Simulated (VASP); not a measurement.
# SiC in VASP: single point with PBE

Aim: the single point of SiC with PBE.

Everything below comes from runs of VASP 6.6.1. Logs are shortened: lines on timing, memory, paths and dates and some standing lists are left out, and cuts for length are marked.

### Step 1. The cell of the first run

The typed cell holds 8 atoms: a = 4.377 Å, b = 4.377 Å, c = 4.384 Å, α = 90.00°, β = 90.00°, γ = 90.00°.

### Step 2. Single point, PBE

The input, INCAR:

```
SYSTEM = SiC
ALGO = Normal
EDIFF = 1E-7
ENCUT = 520
GGA = PE
ISIF = 2
ISMEAR = 0
LASPH = .TRUE.
LCHARG = .TRUE.
LELF = .TRUE.
LREAL = .FALSE.
LVHAR = .TRUE.
LWAVE = .FALSE.
NBANDS = 26
NELM = 80
PREC = Accurate
SIGMA = 0.1
```

The input, KPOINTS:

```
k-points
0
G
  4 4 4
  0 0 0
```

The input, POSCAR:

```
SiC
1.0
    4.3773058934      0.0000000000      0.0000000000
    0.0000000000      4.3773058934      0.0000000000
    0.0000000000      0.0000000000      4.3839455662
Si C
4 4
Direct
    0.7500288246      0.7499579605      0.7499708746
    0.7499579605      0.2499711754      0.2500291254
    0.2500420395      0.7500288246      0.2500291254
    0.2499711754      0.2500420395      0.7499708746
    0.0000000000      0.5000000000      0.4999133429
    0.0000000000      0.0000000000      0.0000000000
    0.5000000000      0.5000000000      0.0000000000
    0.5000000000      0.0000000000      0.5000866571
```

Potentials or basis: VASP PAW PBE potentials, release 64 (Si, C).

Command:

```
> cat potpaw_PBE.64/Si/POTCAR potpaw_PBE.64/C/POTCAR > POTCAR
> mpirun -np 1 vasp_std > vasp.out
```

OUTCAR:

```text
SYSTEM = SiC
   EDIFF = 1E-7
   ENCUT = 520
   GGA = PE
   ISIF = 2
   ISMEAR = 0
   LASPH = .TRUE.
   LREAL = .FALSE.
   NELM = 80
   PREC = Accurate

 ion  position               nearest neighbor table
   1  0.750  0.750  0.750-   8 1.90   5 1.90   7 1.90   6 1.90   4 3.09   4 3.10   4 3.10   4 3.10
                             3 3.10   2 3.10   3 3.10   2 3.10   3 3.10   2 3.10   2 3.10   3 3.10
   2  0.750  0.250  0.250-   5 1.90   8 1.90   7 1.90   6 1.90   3 3.09   3 3.10   3 3.10   3 3.10
                             1 3.10   4 3.10   4 3.10   1 3.10   4 3.10   1 3.10   4 3.10   1 3.10
   3  0.250  0.750  0.250-   5 1.90   8 1.90   7 1.90   6 1.90   2 3.09   2 3.10   2 3.10   2 3.10
                             4 3.10   1 3.10   4 3.10   1 3.10   1 3.10   4 3.10   1 3.10   4 3.10
   4  0.250  0.250  0.750-   8 1.90   5 1.90   7 1.90   6 1.90   1 3.09   1 3.10   1 3.10   1 3.10
                             3 3.10   2 3.10   3 3.10   2 3.10   2 3.10   3 3.10   2 3.10   3 3.10
   5  0.000  0.500  0.500-   2 1.90   3 1.90   1 1.90   4 1.90
   6  0.000  0.000  0.000-   1 1.90   2 1.90   3 1.90   4 1.90
   7  0.500  0.500  0.000-   1 1.90   2 1.90   3 1.90   4 1.90
   8  0.500  0.000  0.500-   1 1.90   4 1.90   3 1.90   2 1.90

  LATTYP: Found a simple tetragonal cell.
 ALAT       =     4.3773058934
 C/A-ratio  =     1.0015168400

  Lattice vectors:

 A1 = (   4.3773058934,   0.0000000000,   0.0000000000)
 A2 = (   0.0000000000,   4.3773058934,   0.0000000000)
 A3 = (   0.0000000000,   0.0000000000,   4.3839455662)

Analysis of symmetry for initial positions (statically):
=====================================================================
 Subroutine PRICEL returns:
 Original cell was already a primitive cell.

 Routine SETGRP: Setting up the symmetry group for a
 simple tetragonal supercell.

 Subroutine GETGRP returns: Found  4 space group operations
 (whereof  4 operations were pure point group operations)
 out of a pool of 16 trial point group operations.

The static configuration has the point symmetry S_4 .

Analysis of symmetry for dynamics (positions and initial velocities):
=====================================================================
 Subroutine PRICEL returns:
 Original cell was already a primitive cell.

 Routine SETGRP: Setting up the symmetry group for a
 simple tetragonal supercell.

 Subroutine GETGRP returns: Found  4 space group operations
 (whereof  4 operations were pure point group operations)
 out of a pool of 16 trial point group operations.

The dynamic configuration has the point symmetry S_4 .

 Subroutine INISYM returns: Found  4 space group operations
 (whereof  4 operations are pure point group operations),
 and found     1 'primitive' translations

----------------------------------------------------------------------------------------

                                     Primitive cell

  volume of cell :      83.9999

  direct lattice vectors                    reciprocal lattice vectors
     4.377305893  0.000000000  0.000000000     0.228451021  0.000000000  0.000000000
     0.000000000  4.377305893  0.000000000     0.000000000  0.228451021  0.000000000
     0.000000000  0.000000000  4.383945566     0.000000000  0.000000000  0.228105022

  length of vectors
     4.377305893  4.377305893  4.383945566     0.228451021  0.228451021  0.228105022

  position of ions in fractional coordinates (direct lattice)
     0.750028825  0.749957960  0.749970875
     0.749957960  0.249971175  0.250029125
     0.250042040  0.750028825  0.250029125
     0.249971175  0.250042040  0.749970875
     0.000000000  0.500000000  0.499913343
     0.000000000  0.000000000  0.000000000
     0.500000000  0.500000000  0.000000000
     0.500000000  0.000000000  0.500086657

  ion indices of the primitive-cell ions
   primitive index   ion index
                 1           1
                 2           2
                 3           3
                 4           4
                 5           5
                 6           6
                 7           7
                 8           8

----------------------------------------------------------------------------------------

 KPOINTS: k-points

Automatic generation of k-mesh.
 Grid dimensions read from file:
 generate k-points for:    4    4    4

 Generating k-lattice:

  Cartesian coordinates                     Fractional coordinates (reciprocal lattice)
     0.057112755  0.000000000  0.000000000     0.250000000  0.000000000  0.000000000
     0.000000000  0.057112755  0.000000000     0.000000000  0.250000000  0.000000000
     0.000000000  0.000000000  0.057026256     0.000000000  0.000000000  0.250000000

  Length of vectors
     0.057112755  0.057112755  0.057026256

  Shift w.r.t. Gamma in fractional coordinates (k-lattice)
     0.000000000  0.000000000  0.000000000

 Subroutine IBZKPT returns following result:
 ===========================================

 Found     18 irreducible k-points:

 Following reciprocal coordinates:
            Coordinates               Weight
  0.000000  0.000000  0.000000      1.000000
  0.250000  0.000000  0.000000      4.000000
  0.500000  0.000000  0.000000      2.000000
  0.250000  0.250000  0.000000      4.000000
  0.500000  0.250000  0.000000      4.000000
  0.500000  0.500000  0.000000      1.000000
[... 10 lines left out ...]
  0.500000  0.250000  0.500000      4.000000
  0.500000  0.500000  0.500000      1.000000
   k-points           NKPTS =     18   k-points in BZ     NKDIM =     18   number of bands    NBANDS=     26
   number of dos      NEDOS =    301   number of ions     NIONS =      8
   total plane-waves  NPLWV =  46656
   dimension x,y,z NGX =    36 NGY =   36 NGZ =   36
   dimension x,y,z NGXF=    72 NGYF=   72 NGZF=   72
   ions per type =               4   4
   NGX,Y,Z   is equivalent  to a cutoff of  13.67, 13.67, 13.65 a.u.
   NGXF,Y,Z  is equivalent  to a cutoff of  27.34, 27.34, 27.30 a.u.
 SYSTEM =  SiC
   PREC   = accura    normal or accurate (medium, high low for compatibility)
   ISTART =      0    job   : 0-new  1-cont  2-samecut
   ICHARG =      2    charge: 1-file 2-atom 10-const
   ISPIN  =      1    spin polarized calculation?
   LNONCOLLINEAR =      F non collinear calculations
   LSORBIT =      F    spin-orbit coupling
   LASPH  =      T    aspherical Exc in radial PAW
   ENCUT  =  520.0 eV  38.22 Ry    6.18 a.u.   8.14  8.14  8.15*2*pi/ulx,y,z
   NELM   =     80;   NELMIN=  2; NELMDL= -5     # of ELM steps
   EDIFF  = 0.1E-06   stopping-criterion for ELM
   LREAL  =      F    real-space projection
   EDIFFG = 0.1E-05   stopping-criterion for IOM
   NSW    =      0    number of steps for IOM
   IBRION =     -1    ionic relax: 0-MD 1-quasi-New 2-CG
   NFREE  =      0    steps in history (QN), initial steepest desc. (CG)
   ISIF   =      2    stress and relaxation
   ISYM   =      2    0-nonsym 1-usesym 2-fastsym
   POTIM  = 0.5000    time-step for ionic-motion
   TEBEG  =    0.0;   TEEND  =   0.0 temperature during run
   PSTRESS=    0.0 pullay stress
   NELECT =      32.0000    total number of electrons
   NUPDOWN=      -1.0000    fix difference up-down
   EMIN   =  10.00;   EMAX   =-10.00  energy-range for DOS
   EFERMI =   0.00;   METHOD = LEGACY
   ISMEAR =     0;   SIGMA  =   0.10  broadening in eV -4-tet -1-fermi 0-gaus
   EFERMI_NEDOS =   21; number of points for ismear=-14 and -15
   IALGO  =     38    algorithm
   IMIX   =      4    mixing-type and parameters
     AMIX     =   0.40;   BMIX     =  1.00
     AMIX_MAG =   1.60;   BMIX_MAG =  1.00
  volume/ion in A,a.u.               =      10.50        70.86
  Fermi-wavevector in a.u.,A,eV,Ry     =   1.186766  2.242663 19.162637  1.408414
  Thomas-Fermi vector in A             =   2.322932
   LORBIT       =      0    0 simple, 1 ext, 2 COOP (PROOUT), +10 PAW based schemes
   GGA     = PE    functional components
   LHFCALC =     F    Hartree Fock is set to
   AEXX    =    0.0000 exact exchange contribution
   IVDW    =     0    specifies the selected vdW correction
   LEPSILON=     F    determine dielectric tensor
   LRPA    =     F    only Hartree local field effects (RPA)
 non-spin polarized calculation
 Gauss-broadening in eV      SIGMA  =   0.10
  energy-cutoff  :      520.00
  volume of cell :       84.00
 maximum number of plane-waves:      2301
 NGX is ok and might be reduce to    36
   NGX = 17   NGY = 17   NGZ = 17

 number of electron      32.0000000 magnetization

 Free energy of the ion-electron system (eV)
  ---------------------------------------------------
  ext. energy  EPLUGINS =         0.00000000
  ---------------------------------------------------
  free energy    TOTEN  =       -60.23851866 eV

  energy without entropy =      -60.23851866  energy(sigma->0) =      -60.23851866

 E-fermi :   8.4072     XC(G=0): -11.2914

 val. band max:        7.9466068693   @ k =   0.0000   0.0000   0.0000
 cond. band min:       9.3069252295   @ k =   0.0000   0.0000   0.0000
 fundamental gap:      1.3603183602
 Fermi energy:         8.4071815021

 k-point     1 :       0.0000    0.0000    0.0000
  band No.  band energies     occupation
      1      -7.3451      2.00000
      2      -2.4046      2.00000
      3      -2.3940      2.00000
      4      -2.3921      2.00000
      5       0.1817      2.00000
      6       0.2004      2.00000
[... 18 lines left out ...]
     25      15.1462      0.00000
     26      15.1503      0.00000

 k-point     2 :       0.2500    0.0000    0.0000
  band No.  band energies     occupation
      1      -6.9432      2.00000
      2      -3.9392      2.00000
      3      -2.2962      2.00000
      4      -2.2875      2.00000
      5       0.4833      2.00000
      6       0.5000      2.00000
[... 18 lines left out ...]
     25      16.1853      0.00000
[... 434 lines left out ...]
     25      15.7928      0.00000
     26      15.7938      0.00000

 k-point    18 :       0.5000    0.5000    0.5000
  band No.  band energies     occupation
      1      -3.8342      2.00000
      2      -3.8342      2.00000
      3      -3.8327      2.00000
      4      -3.8318      2.00000
      5      -0.5122      2.00000
      6      -0.5115      2.00000
[... 18 lines left out ...]
     25      15.1196      0.00000
     26      15.1212      0.00000

------------------------ aborting loop because EDIFF is reached ----------------------------------------

  FORCE on cell =-STRESS in cart. coord.  units (eV):
  Direction    XX          YY          ZZ          XY          YZ          ZX
  --------------------------------------------------------------------------------------
  -------------------------------------------------------------------------------------
  Total        0.0602712      0.0602712     -0.1441312     -0.0000000      0.0000000      0.0000000
  in kB        1.1495853      1.1495853     -2.7490937     -0.0000001      0.0000000      0.0000000
  external PRESSURE =      -0.1499743 kB  Pullay stress =       0.0000000 kB

 VOLUME and BASIS-vectors are now :
 -----------------------------------------------------------------------------
  energy-cutoff  :      520.00
  volume of cell :       84.00
      direct lattice vectors                 reciprocal lattice vectors
     4.377305893  0.000000000  0.000000000     0.228451021  0.000000000  0.000000000
     0.000000000  4.377305893  0.000000000     0.000000000  0.228451021  0.000000000
     0.000000000  0.000000000  4.383945566     0.000000000  0.000000000  0.228105022

 POSITION                                       TOTAL-FORCE (eV/Angst)
 -----------------------------------------------------------------------------------
      3.28311      3.28280      3.28783        -0.000029      0.002336      0.005103
      3.28280      1.09420      1.09611         0.002336      0.000029     -0.005103
      1.09451      3.28311      1.09611        -0.002336     -0.000029     -0.005103
      1.09420      1.09451      3.28783         0.000029     -0.002336      0.005103
      0.00000      2.18865      2.19159         0.000000     -0.000000      0.004941
      0.00000      0.00000      0.00000         0.000000     -0.000000      0.000000
      2.18865      2.18865      0.00000         0.000000     -0.000000      0.000000
      2.18865      0.00000      2.19235        -0.000000     -0.000000     -0.004941
 -----------------------------------------------------------------------------------
    total drift:                               -0.000000     -0.000000      0.000000

  FREE ENERGIE OF THE ION-ELECTRON SYSTEM (eV)
  ---------------------------------------------------
  free  energy   TOTEN  =       -60.2385186606 eV

  energy  without entropy=      -60.2385186606  energy(sigma->0) =      -60.23851866
```

Run time: 20 s. Hardware: 1 thread of Intel Xeon Platinum 8559C (Emerald Rapids), shared host; peak memory 0.2 GiB.

What came out:

* Free energy: -60.2385 eV
* Pressure: 0.0 GPa
* Largest force: 0.006 eV/Å
* Band gap on the k mesh: 1.36 eV

Forces on the atoms (eV/Å):
```
Si   0.000  0.002  0.005
Si   0.002  0.000 -0.005
Si  -0.002  0.000 -0.005
Si   0.000 -0.002  0.005
C    0.000  0.000  0.005
C    0.000  0.000  0.000
C    0.000  0.000  0.000
C    0.000  0.000 -0.005
```

Stress tensor (GPa, compression positive):
```
 0.11  0.00  0.00
 0.00  0.11  0.00
 0.00  0.00 -0.27
```
